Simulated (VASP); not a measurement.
The system is B.

```
CELL_PARAMETERS angstrom
2.11518 0.00000 0.00000
-1.05759 1.83180 0.00000
0.00000 0.00000 6.20923
ATOMIC_POSITIONS crystal
B 0.00000 0.00000 0.00000
B 0.00000 0.00000 0.50000
B 0.33333 0.66667 0.75000
B 0.66667 0.33333 0.25000
```

This isn't the form of B at room conditions, which is rhombohedral.

| Property | Result |
| --- | --- |
| Program | VASP 6.6.1 |
| Task | relaxation of cell and atoms |
| Functional | PBE |
| Potentials or basis | VASP PAW PBE potentials, release 64 (B) |
| Cutoff | 600 eV |
| k mesh | 24 × 24 × 8 |
| Occupations | gaussian, width 0.1 eV |
| Spin | no spin polarisation |

At the start: pressure -0.3 GPa; volume 6.01 Å³/atom.

How do energy, volume and symmetry change on relaxing?

Over 15 steps the energy falls by 158.2 meV/atom and the volume is 6.44 Å³/atom (+7.1 %); space group P6_3/mmc (No. 194, to 0.1 Å) before and after.

Step by step:
| step | energy change (eV) | largest force (eV/Å) | pressure (GPa) | volume (Å³) |
| --- | --- | --- | --- | --- |
| 1 | 0.0000 | 0.0000 | -0.33 | 24.06 |
| 2 | -0.0274 | 0.0000 | 1.79 | 24.01 |
| 3 | -0.1142 | 0.0000 | 6.05 | 23.90 |
| 4 | -0.4114 | 0.0000 | 17.59 | 23.59 |
| 5 | 0.2337 | 0.0000 | 50.69 | 22.57 |
| 6 | -0.4226 | 0.0000 | 28.57 | 23.28 |
| 7 | -0.4637 | 0.0000 | 24.05 | 23.41 |
| 8 | -0.4693 | 0.0000 | 24.03 | 23.44 |
| 9 | -0.4784 | 0.0000 | 23.98 | 23.54 |
| 10 | -0.4789 | 0.0000 | 23.98 | 23.57 |
| 11 | -0.4902 | 0.0000 | 22.97 | 23.65 |
| 12 | -0.5212 | 0.0000 | 20.02 | 23.88 |
| 13 | -0.5713 | 0.0000 | 14.46 | 24.35 |
| 14 | -0.6266 | 0.0000 | 4.39 | 25.31 |
| 15 | -0.6329 | 0.0000 | 0.20 | 25.76 |

Final structure:
```yaml
crystal:
  lattice:
    - [2.33281, 0.00000, 0.00000]
    - [-1.16641, 2.02027, 0.00000]
    - [0.00000, 0.00000, 5.46592]
  atoms:
    - { symbol: B, position: [0.00000, 0.00000, 0.00000] }
    - { symbol: B, position: [0.00000, 0.00000, 0.50000] }
    - { symbol: B, position: [0.33333, 0.66667, 0.75000] }
    - { symbol: B, position: [0.66667, 0.33333, 0.25000] }
```
